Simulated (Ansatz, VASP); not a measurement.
**HgTe in VASP and in Ansatz**

```xyz
2
Lattice="0.0000 3.2145 3.2145 3.2145 0.0000 3.2145 3.2145 3.2145 0.0000" Properties=species:S:1:pos:R:3 pbc="T T T"
Hg    0.0000    0.0000    0.0000
Te    4.8217    4.8217    4.8217
```

Alike in both runs: task relaxation of cell and atoms; functional PBEsol; dispersion D3(BJ); k mesh 7 × 7 × 7; occupations fermi-dirac, width 0.05 eV; no spin polarisation.

|  | VASP | Ansatz |
| --- | --- | --- |
| version | VASP 6.6.1 | Ansatz 0.2.0 |
| potentials or method | VASP PAW PBE potentials, release 64 (Hg, Te), cutoff 600 eV | all-electron LAPW, scalar-relativistic |

VASP gave:

| Item | Value |
| --- | --- |
| relaxed volume (Å³/atom) | 33.35 |
| relaxed cell length with the largest relative difference (Å) | 4.552 |

What did Ansatz give for the same quantities?

Relaxed volume (Å³/atom): 33.22; relaxed cell length with the largest relative difference (Å): 4.546.

VASP's potentials were made for PBE, not for PBEsol. Ansatz ran all-electron here, and VASP with PAW potentials.

Neither program's run includes spin-orbit coupling.
